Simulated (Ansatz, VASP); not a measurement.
## MgSe: VASP beside Ansatz

```
Mg Se
1.0
     0.00000    2.75469    2.75469
     2.75469    0.00000    2.75469
     2.75469    2.75469    0.00000
Mg Se
1 1
Direct
  0.00000 0.00000 0.00000
  0.50000 0.50000 0.50000
```

Alike in both runs: functional PBE; k mesh 6 × 6 × 6; occupations gaussian, width 0.01 eV; no spin polarisation.

Ansatz relaxed the structure, and its values are those at the end. VASP's run is a single point on that final structure, the one shown.

```csv
,VASP,Ansatz
version,VASP 6.6.1,Ansatz 0.2.0
potentials or method,"VASP PAW PBE potentials, release 64 (Mg, Se), cutoff 600 eV",PAW plane waves
valence electrons in the cell,8,26
```

Ansatz gave:

| Item | Value |
| --- | --- |
| gap on the k mesh at the Fermi level (eV) | 1.77 |
| pressure (GPa) | 0.0 |

Problem. Estimate VASP's values.

Solution. gap on the k mesh at the Fermi level (eV): 1.74; pressure (GPa): -0.1.

VASP's potentials hold 8 valence electrons a cell and Ansatz's 26, so a difference there can come from the potentials and not from the codes.
